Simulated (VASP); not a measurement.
TiBe2H6, 9 atoms in the cell. The structure is cubic, space group Fm-3m (No. 225). The conventional cell has a = 6.179 Å, b = 6.179 Å, c = 6.179 Å, α = 90.00°, β = 90.00°, γ = 90.00°. Ti (site symmetry m-3m) has 12 H at 2.18 Å and 8 Be at 2.68 Å within 2.9 Å. Within 2.1 Å of Be (site symmetry -43m) lie 6 H at 1.54 Å. H (site symmetry mmm) has 2 Be at 1.54 Å within 2.1 Å. 

| Item | Value |
| --- | --- |
| Program | VASP 6.6.1 |
| Task | relaxation of cell and atoms |
| Functional | PBE |
| Potentials or basis | VASP PAW PBE potentials, release 64 (Ti_sv, Be, H) |
| Cutoff | 600 eV |
| k mesh | 10 × 10 × 10 |
| Occupations | gaussian, width 0.1 eV |
| Spin | collinear spin, ferromagnetic start |
| Starting moments | [1.33, 0.0, 0.0, 0.0, 0.0, 0.0, 0.0, 0.0, 0.0] μB |
| Dipole correction | no |
| Further INCAR settings | ALGO = Normal; EDIFF = 1e-07; IBRION = 2; EDIFFG = -0.01; NSW = 100; ISIF = 3 |

Potentials or basis: VASP PAW PBE potentials, release 64 (Ti_sv, Be, H).

Launch:

```bash
$ cat potpaw_PBE.64/Ti_sv/POTCAR potpaw_PBE.64/Be/POTCAR potpaw_PBE.64/H/POTCAR > POTCAR
$ mpirun -np 1 vasp_std > vasp.out
```

Hardware: 1 thread of Intel(R) Xeon(R) Platinum 8259CL CPU @ 2.50GHz (Skylake/Cascade Lake), with other jobs on the host.

Estimate the wall time of this run.

Wall time 3.8 min on 1 thread of Intel(R) Xeon(R) Platinum 8259CL CPU @ 2.50GHz (Skylake/Cascade Lake) (shared host), peak memory 0.3 GiB. Counts: scf iterations 27, k points 47, ion steps 1.
